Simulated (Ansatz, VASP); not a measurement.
# Two plane-wave programs on AlAs5

```
Al As
1.0
     5.16654    0.00000    0.00000
    -2.58327    4.47435    0.00000
     0.00000    0.00000    5.08540
Al As
1 5
Direct
  0.00000 0.00000 0.50000
  0.00000 0.28669 0.00000
  0.71331 0.71331 0.00000
  0.28669 0.00000 0.00000
  0.66667 0.33333 0.50000
  0.33333 0.66667 0.50000
```

Change from the starting cell: species swapped into the Mg5Sn type (P-62m, No. 189).

Alike in both runs: functional PBE; k mesh 12 × 12 × 8; occupations gaussian, width 0.1 eV; no spin polarisation.

Ansatz relaxed the structure, and its values are those at the end. VASP's run is a single point on that final structure, the one shown.

|  | VASP | Ansatz |
| --- | --- | --- |
| version | VASP 6.6.1 | Ansatz 0.2.0 |
| potentials or method | VASP PAW PBE potentials, release 64 (Al, As), cutoff 520 eV | scalar-relativistic, plane waves, PAW |
| valence electrons in the cell | 28 | 78 |

```tsv
	VASP	Ansatz	Ansatz less VASP
gap on the k mesh at the Fermi level (eV)	none	none	-
pressure (GPa)	0.1	0.0	-0.14
rms of the force components (eV/Å)	0.019	0.001	-0.0186
```

A gap of «none» marks a metal or a gap that the smearing closes. VASP's potentials hold 28 valence electrons a cell and Ansatz's 78, so a difference there can come from the potentials and not from the codes.
